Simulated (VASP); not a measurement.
# AlH4 (Im-3m) in VASP: notebook

The runs below take AlH4 through single point, relaxation of cell and atoms, with PBE.

Everything below comes from runs of VASP 6.6.1. Logs are shortened: lines on timing, memory, paths and dates and some standing lists are left out, and cuts for length are marked.

## (1) The cell of the first run

Symmetry: Im-3m, No. 229, cubic system. Conventional cell: a = 4.151 Å, b = 4.151 Å, c = 4.151 Å, α = 90.00°, β = 90.00°, γ = 90.00°. Within 2.4 Å of Al (site symmetry m-3m) lie 8 H at 1.80 Å. Within 2.4 Å of H (site symmetry -3m) lie 2 Al at 1.80 Å and 6 H at 2.08 Å.

## (2) Single point, PBE

INCAR

```
ALGO = Normal ; EDIFF = 1E-7
ENCUT = 520 ; GGA = PE
ISIF = 2 ; ISMEAR = 0
LASPH = T ; LCHARG = T
LELF = T ; LREAL = F
LVHAR = T ; LWAVE = F
NBANDS = 12 ; NELM = 80
PREC = Accurate ; SIGMA = 0.1
```

KPOINTS

```
k-points
0
Gamma
  6 6 6
```

POSCAR

```
AlH4
1.0
   -2.0752576500      2.0752576500      2.0752576500
    2.0752576500     -2.0752576500      2.0752576500
    2.0752576500      2.0752576500     -2.0752576500
Al H
1 4
Direct
    0.0000000000      0.0000000000      0.0000000000
    0.0000000000      0.0000000000      0.5000000000
    0.0000000000      0.5000000000      0.0000000000
    0.5000000000      0.0000000000      0.0000000000
    0.5000000000      0.5000000000      0.5000000000
```

Potentials or basis: VASP PAW PBE potentials, release 64 (Al, H).

On the command line:

```console
$ cat potpaw_PBE.64/Al/POTCAR potpaw_PBE.64/H/POTCAR > POTCAR
$ mpirun -np 1 vasp_std > vasp.out
```

OUTCAR:

```text
EDIFF = 1E-7
   ENCUT = 520
   GGA = PE
   ISIF = 2
   ISMEAR = 0
   LASPH = T
   LREAL = F
   NELM = 80
   PREC = Accurate

 ion  position               nearest neighbor table
   1  0.000  0.000  0.000-   2 1.80   3 1.80   4 1.80   5 1.80   2 1.80   3 1.80   4 1.80   5 1.80

   2  0.000  0.000  0.500-   1 1.80   1 1.80
   3  0.000  0.500  0.000-   1 1.80   1 1.80
   4  0.500  0.000  0.000-   1 1.80   1 1.80
   5  0.500  0.500  0.500-   1 1.80   1 1.80

  LATTYP: Found a body centered cubic cell.
 ALAT       =     4.1505153000

  Lattice vectors:

 A1 = (  -2.0752576500,   2.0752576500,   2.0752576500)
 A2 = (   2.0752576500,  -2.0752576500,   2.0752576500)
 A3 = (   2.0752576500,   2.0752576500,  -2.0752576500)

Analysis of symmetry for initial positions (statically):
=====================================================================
 Subroutine PRICEL returns:
 Original cell was already a primitive cell.

 Routine SETGRP: Setting up the symmetry group for a
 body centered cubic supercell.

 Subroutine GETGRP returns: Found 48 space group operations
 (whereof 48 operations were pure point group operations)
 out of a pool of 48 trial point group operations.

The static configuration has the point symmetry O_h .

Analysis of symmetry for dynamics (positions and initial velocities):
=====================================================================
 Subroutine PRICEL returns:
 Original cell was already a primitive cell.

 Routine SETGRP: Setting up the symmetry group for a
 body centered cubic supercell.

 Subroutine GETGRP returns: Found 48 space group operations
 (whereof 48 operations were pure point group operations)
 out of a pool of 48 trial point group operations.

The dynamic configuration has the point symmetry O_h .

 Subroutine INISYM returns: Found 48 space group operations
 (whereof 48 operations are pure point group operations),
 and found     1 'primitive' translations

----------------------------------------------------------------------------------------

                                     Primitive cell

  volume of cell :      35.7500

  direct lattice vectors                    reciprocal lattice vectors
    -2.075257650  2.075257650  2.075257650     0.000000000  0.240933939  0.240933939
     2.075257650 -2.075257650  2.075257650     0.240933939  0.000000000  0.240933939
     2.075257650  2.075257650 -2.075257650     0.240933939  0.240933939  0.000000000

  length of vectors
     3.594451689  3.594451689  3.594451689     0.340732044  0.340732044  0.340732044

  position of ions in fractional coordinates (direct lattice)
     0.000000000  0.000000000  0.000000000
     0.000000000  0.000000000  0.500000000
     0.000000000  0.500000000  0.000000000
     0.500000000  0.000000000  0.000000000
     0.500000000  0.500000000  0.500000000

  ion indices of the primitive-cell ions
   primitive index   ion index
                 1           1
                 2           2
                 3           3
                 4           4
                 5           5

----------------------------------------------------------------------------------------

 KPOINTS: k-points

Automatic generation of k-mesh.
 Grid dimensions read from file:
 generate k-points for:    6    6    6

 Generating k-lattice:

  Cartesian coordinates                     Fractional coordinates (reciprocal lattice)
     0.000000000  0.040155656  0.040155656     0.166666667  0.000000000  0.000000000
     0.040155656  0.000000000  0.040155656     0.000000000  0.166666667  0.000000000
     0.040155656  0.040155656  0.000000000     0.000000000  0.000000000  0.166666667

  Length of vectors
     0.056788674  0.056788674  0.056788674

  Shift w.r.t. Gamma in fractional coordinates (k-lattice)
     0.000000000  0.000000000  0.000000000

 Subroutine IBZKPT returns following result:
 ===========================================

 Found     16 irreducible k-points:

 Following reciprocal coordinates:
            Coordinates               Weight
  0.000000  0.000000  0.000000      1.000000
  0.166667  0.000000  0.000000     12.000000
  0.333333  0.000000  0.000000     12.000000
  0.500000  0.000000  0.000000      6.000000
  0.166667  0.166667  0.000000     24.000000
  0.333333  0.166667  0.000000     48.000000
[... 8 lines left out ...]
  0.500000  0.500000  0.333333     12.000000
  0.500000  0.500000  0.500000      1.000000
   k-points           NKPTS =     16   k-points in BZ     NKDIM =     16   number of bands    NBANDS=     12
   number of dos      NEDOS =    301   number of ions     NIONS =      5
   total plane-waves  NPLWV =  21952
   dimension x,y,z NGX =    28 NGY =   28 NGZ =   28
   dimension x,y,z NGXF=    56 NGYF=   56 NGZF=   56
   ions per type =               1   4
   NGX,Y,Z   is equivalent  to a cutoff of  12.95, 12.95, 12.95 a.u.
   NGXF,Y,Z  is equivalent  to a cutoff of  25.90, 25.90, 25.90 a.u.
 SYSTEM =  unknown system
   PREC   = accura    normal or accurate (medium, high low for compatibility)
   ISTART =      0    job   : 0-new  1-cont  2-samecut
   ICHARG =      2    charge: 1-file 2-atom 10-const
   ISPIN  =      1    spin polarized calculation?
   LNONCOLLINEAR =      F non collinear calculations
   LSORBIT =      F    spin-orbit coupling
   LASPH  =      T    aspherical Exc in radial PAW
   ENCUT  =  520.0 eV  38.22 Ry    6.18 a.u.   6.68  6.68  6.68*2*pi/ulx,y,z
   NELM   =     80;   NELMIN=  2; NELMDL= -5     # of ELM steps
   EDIFF  = 0.1E-06   stopping-criterion for ELM
   LREAL  =      F    real-space projection
   EDIFFG = 0.1E-05   stopping-criterion for IOM
   NSW    =      0    number of steps for IOM
   IBRION =     -1    ionic relax: 0-MD 1-quasi-New 2-CG
   NFREE  =      0    steps in history (QN), initial steepest desc. (CG)
   ISIF   =      2    stress and relaxation
   ISYM   =      2    0-nonsym 1-usesym 2-fastsym
   POTIM  = 0.5000    time-step for ionic-motion
   TEBEG  =    0.0;   TEEND  =   0.0 temperature during run
   PSTRESS=    0.0 pullay stress
   NELECT =       7.0000    total number of electrons
   NUPDOWN=      -1.0000    fix difference up-down
   EMIN   =  10.00;   EMAX   =-10.00  energy-range for DOS
   EFERMI =   0.00;   METHOD = LEGACY
   ISMEAR =     0;   SIGMA  =   0.10  broadening in eV -4-tet -1-fermi 0-gaus
   EFERMI_NEDOS =   21; number of points for ismear=-14 and -15
   IALGO  =     38    algorithm
   IMIX   =      4    mixing-type and parameters
     AMIX     =   0.40;   BMIX     =  1.00
     AMIX_MAG =   1.60;   BMIX_MAG =  1.00
  volume/ion in A,a.u.               =       7.15        48.25
  Fermi-wavevector in a.u.,A,eV,Ry     =   0.950639  1.796447 12.295775  0.903714
  Thomas-Fermi vector in A             =   2.079034
   LORBIT       =      0    0 simple, 1 ext, 2 COOP (PROOUT), +10 PAW based schemes
   GGA     = PE    functional components
   LHFCALC =     F    Hartree Fock is set to
   AEXX    =    0.0000 exact exchange contribution
   IVDW    =     0    specifies the selected vdW correction
   LEPSILON=     F    determine dielectric tensor
   LRPA    =     F    only Hartree local field effects (RPA)
 non-spin polarized calculation
 Gauss-broadening in eV      SIGMA  =   0.10
  energy-cutoff  :      520.00
  volume of cell :       35.75
 maximum number of plane-waves:       978
   NGX = 13   NGY = 13   NGZ = 13

 number of electron       6.9999999 magnetization

 Free energy of the ion-electron system (eV)
  ---------------------------------------------------
  ext. energy  EPLUGINS =         0.00000000
  ---------------------------------------------------
  free energy    TOTEN  =       -15.12244605 eV

  energy without entropy =      -15.11591883  energy(sigma->0) =      -15.11918244

 E-fermi :   2.0667     XC(G=0):  -9.2050

 val. band max:        2.0427697860   @ k =   0.1667   0.1667   0.0000
 cond. band min:       2.2361725908   @ k =   0.1667   0.0000   0.0000
 fundamental gap:      0.1934028048
 Fermi energy:         2.0666884422

 k-point     1 :       0.0000    0.0000    0.0000
  band No.  band energies     occupation
      1      -8.2111      2.00000
      2       2.5287      0.00000
      3       2.5287      0.00000
      4       2.5287      0.00000
      5       8.1659      0.00000
      6       8.1659      0.00000
      7       8.1659      0.00000
      8      13.8972      0.00000
      9      13.8972      0.00000
     10      13.8972      0.00000
     11      14.2102      0.00000
     12      14.2102      0.00000

 k-point     2 :       0.1667    0.0000    0.0000
  band No.  band energies     occupation
      1      -7.7723      2.00000
      2       1.1751      2.00000
      3       1.9257      1.95380
      4       2.2362      0.01654
      5       7.9676      0.00000
      6       8.1507      0.00000
      7       9.6018      0.00000
      8      11.5431      0.00000
      9      12.8573      0.00000
     10      15.0738      0.00000
     11      16.1649      0.00000
     12      16.6659      0.00000

 k-point     3 :       0.3333    0.0000    0.0000
  band No.  band energies     occupation
      1      -6.4820      2.00000
      2      -1.5852      2.00000
      3       1.0875      2.00000
      4       1.7301      2.00000
      5       7.5171      0.00000
      6       8.0897      0.00000
      7      11.1265      0.00000
      8      12.8957      0.00000
      9      13.3877      0.00000
     10      16.3574      0.00000
     11      17.8530      0.00000
     12      18.1654      0.00000
[... 166 lines left out ...]
 k-point    15 :       0.5000    0.5000    0.3333
  band No.  band energies     occupation
      1      -3.3005      2.00000
      2      -2.8754      2.00000
      3      -2.0032      2.00000
      4       2.6572      0.00000
      5       6.0159      0.00000
      6       6.3457      0.00000
      7       6.8664      0.00000
      8      14.2561      0.00000
      9      15.8002      0.00000
     10      17.0182      0.00000
     11      20.0231      0.00000
     12      21.2303      0.00000

 k-point    16 :       0.5000    0.5000    0.5000
  band No.  band energies     occupation
      1      -2.4048      2.00000
      2      -2.4048      2.00000
      3      -2.4048      2.00000
      4       1.2786      2.00000
      5       5.5130      0.00000
      6       5.5130      0.00000
      7       7.1043      0.00000
      8      16.6540      0.00000
      9      16.6540      0.00000
     10      16.6540      0.00000
     11      19.7910      0.00000
     12      19.7910      0.00000

------------------------ aborting loop because EDIFF is reached ----------------------------------------

  FORCE on cell =-STRESS in cart. coord.  units (eV):
  Direction    XX          YY          ZZ          XY          YZ          ZX
  --------------------------------------------------------------------------------------
  -------------------------------------------------------------------------------------
  Total       -0.0561791     -0.0561791     -0.0561791      0.0000000      0.0000000     -0.0000000
  in kB       -2.5177317     -2.5177317     -2.5177317      0.0000000      0.0000000     -0.0000000
  external PRESSURE =      -2.5177317 kB  Pullay stress =       0.0000000 kB

 VOLUME and BASIS-vectors are now :
 -----------------------------------------------------------------------------
  energy-cutoff  :      520.00
  volume of cell :       35.75
      direct lattice vectors                 reciprocal lattice vectors
    -2.075257650  2.075257650  2.075257650     0.000000000  0.240933939  0.240933939
     2.075257650 -2.075257650  2.075257650     0.240933939  0.000000000  0.240933939
     2.075257650  2.075257650 -2.075257650     0.240933939  0.240933939  0.000000000

 POSITION                                       TOTAL-FORCE (eV/Angst)
 -----------------------------------------------------------------------------------
      0.00000      0.00000      0.00000         0.000000     -0.000000     -0.000000
      1.03763      1.03763     -1.03763         0.000000      0.000000      0.000000
      1.03763     -1.03763      1.03763        -0.000000     -0.000000     -0.000000
     -1.03763      1.03763      1.03763        -0.000000      0.000000      0.000000
      1.03763      1.03763      1.03763         0.000000     -0.000000      0.000000
 -----------------------------------------------------------------------------------
    total drift:                               -0.000000     -0.000000      0.000000

  FREE ENERGIE OF THE ION-ELECTRON SYSTEM (eV)
  ---------------------------------------------------
  free  energy   TOTEN  =       -15.1224460468 eV

  energy  without entropy=      -15.1159188275  energy(sigma->0) =      -15.11918244
```

Run time: 16 s. Hardware: 1 thread of Intel Xeon 8259CL, shared host; peak memory 0.15 GiB.

What came out:

| Property | Result |
| --- | --- |
| Free energy | -15.1224 eV |
| Pressure | -0.3 GPa |

## (3) Single point, PBE

This run uses another cell than the first one, of 9.12 Å³/atom, 1.275 times its volume.

INCAR

```
PREC     = Accurate       # precision mode
ENCUT    = 520            # plane-wave cutoff, eV
EDIFF    = 1E-7           # SCF threshold, eV
ISMEAR   = 0              # smearing method
SIGMA    = 0.1            # smearing width, eV
LREAL    = False          # projectors in reciprocal space
LASPH    = True           # aspherical terms in the spheres
NELM     = 80             # most SCF steps
ALGO     = Normal         # electronic algorithm
ISIF     = 2              # what is computed and relaxed
LWAVE    = False          # write WAVECAR
LCHARG   = False          # write CHGCAR
GGA      = PE             # functional
NBANDS   = 12             # bands
```

KPOINTS

```
regular mesh
0
Gamma
  6 6 6
```

POSCAR, as its differences from that of step 2:

```diff
@@ -2,5 +2,5 @@
 1.0
-   -2.0752576500      2.0752576500      2.0752576500
-    2.0752576500     -2.0752576500      2.0752576500
-    2.0752576500      2.0752576500     -2.0752576500
+   -2.2505692000      2.2505692000      2.2505692000
+    2.2505692000     -2.2505692000      2.2505692000
+    2.2505692000      2.2505692000     -2.2505692000
 Al H
```

Potentials or basis: VASP PAW PBE potentials, release 64 (Al, H).

On the command line:

```console
$ cat potpaw_PBE.64/Al/POTCAR potpaw_PBE.64/H/POTCAR > POTCAR
$ mpirun -np 1 vasp_std > vasp.out
```

Wall time 20 s (1 thread of Intel Xeon 8259CL, shared host); peak memory 0.16 GiB.

The run converged. Its results:

```
Free energy : -14.6768 eV
Pressure    : -11.8 GPa
```

Levels at points of the mesh, in eV from the Fermi level:
```tsv
k point	band 1	band 2	band 3	band 4	band 5	band 6	band 7	band 8
(0.00, 0.00, 0.00)	-8.63	0.40	0.40	0.40	5.10	5.10	5.10	9.50
(0.50, 0.00, 0.00)	-5.91	-4.83	-1.16	-0.34	4.60	4.82	8.90	11.05
(0.50, 0.50, 0.50)	-3.72	-3.72	-3.72	-1.37	3.97	3.97	3.97	13.13
```

(Part 1 of 2 ends here.)
